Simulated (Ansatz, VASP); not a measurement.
## SiGe in VASP and in Ansatz

```
Si Ge
1.0
     3.79355    0.00000    0.00000
    -1.89678    3.28531    0.00000
     0.00000    0.00000    6.26655
Si Ge
2 2
Direct
  0.66667 0.33333 0.87455
  0.33333 0.66667 0.37455
  0.66667 0.33333 0.48493
  0.33333 0.66667 0.98493
```

Alike in both runs: task single point; functional PBEsol; k mesh 12 × 12 × 6; occupations gaussian, width 0.03 eV; no spin polarisation.

|  | VASP | Ansatz |
| --- | --- | --- |
| version | VASP 6.6.1 | Ansatz 0.2.0 |
| potentials or method | VASP PAW PBE potentials, release 64 (Si, Ge_d), cutoff 520 eV | scalar-relativistic, plane waves, PAW |
| valence electrons in the cell | 36 | 36 |

Ansatz gave:

```
gap on the k mesh at the Fermi level (eV)                     : none
pressure (GPa)                                                : 8.6
traceless stress, the component that is largest in VASP (GPa) : -5.05
rms of the force components (eV/Å)                            : 0.700
```

Problem. What did VASP give for the same quantities?

Solution. gap on the k mesh at the Fermi level (eV): none; pressure (GPa): 8.6; traceless stress, the component that is largest in VASP (GPa): -5.03; rms of the force components (eV/Å): 0.698.

VASP's potentials were made for PBE, not for PBEsol, and Ansatz warns of the same on its side. Atom by atom the forces differ by 0.002 eV/Å (rms over components). A gap of «none» marks a metal or a gap that the smearing closes. The functional is the same, so the differences come from potentials, cutoffs and numerics.
